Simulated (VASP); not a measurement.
BN: single point with PBEsol

The system is BN.

```xyz
4
Lattice="2.3496 0.0000 0.0000 -1.1748 2.0348 0.0000 0.0000 0.0000 4.0578" Properties=species:S:1:pos:R:3 pbc="T T T"
B     1.1748    0.6783    4.0567
B     0.0000    1.3566    2.0278
N     1.1748    0.6783    2.5372
N     0.0000    1.3566    0.5083
```

This cell differs from its parent crystal: strain -0.080 along x and y, -0.040 along z.

```json
{
  "Program": "VASP 6.6.1",
  "Task": "single point",
  "Functional": "PBEsol",
  "Potentials or basis": "VASP PAW PBE potentials, release 64 (B, N)",
  "Cutoff": "520 eV",
  "k mesh": "12 × 12 × 6",
  "Occupations": "gaussian, width 0.05 eV",
  "Spin": "no spin polarisation"
}
```

```json
{"Pressure": "107.2 GPa", "Largest force": "0.694 eV/Å", "Band gap on the k mesh": "4.31 eV, indirect (least direct gap 8.01 eV)"}
```

Forces in eV/Å, atoms in the order of the input:
```
B    0.000  0.000 -0.694
B    0.000  0.000 -0.694
N    0.000  0.000  0.694
N    0.000  0.000  0.694
```

Stress tensor (GPa, compression positive):
```
128.84   0.00   0.00
  0.00 128.84   0.00
  0.00   0.00  63.98
```

Levels at points of the mesh, in eV from the valence-band top:
```
           k point  band 6  band 7  band 8  band 9  band 10  band 11
(0.00, 0.00, 0.00)   -0.66    0.00    0.00    8.01     9.54     9.54
(0.50, 0.00, 0.00)   -5.86   -5.55   -2.79    7.69     7.96    11.84
(0.00, 0.00, 0.50)   -1.24   -1.24   -1.24   11.22    11.22    11.22
(0.50, 0.00, 0.50)   -4.61   -4.56   -4.56    6.84     6.84    11.04
```

Run time: 21 s on 1 thread of AMD EPYC 7R43 64-Core Processor (Zen 3) (shared host), peak memory 0.09 GiB.

Caveat: the cell differs from its parent crystal (strain -0.080 along x and y, -0.040 along z); the PAW data sets were made with another functional, which shifts forces and pressure a little. A k mesh can miss the band edges.
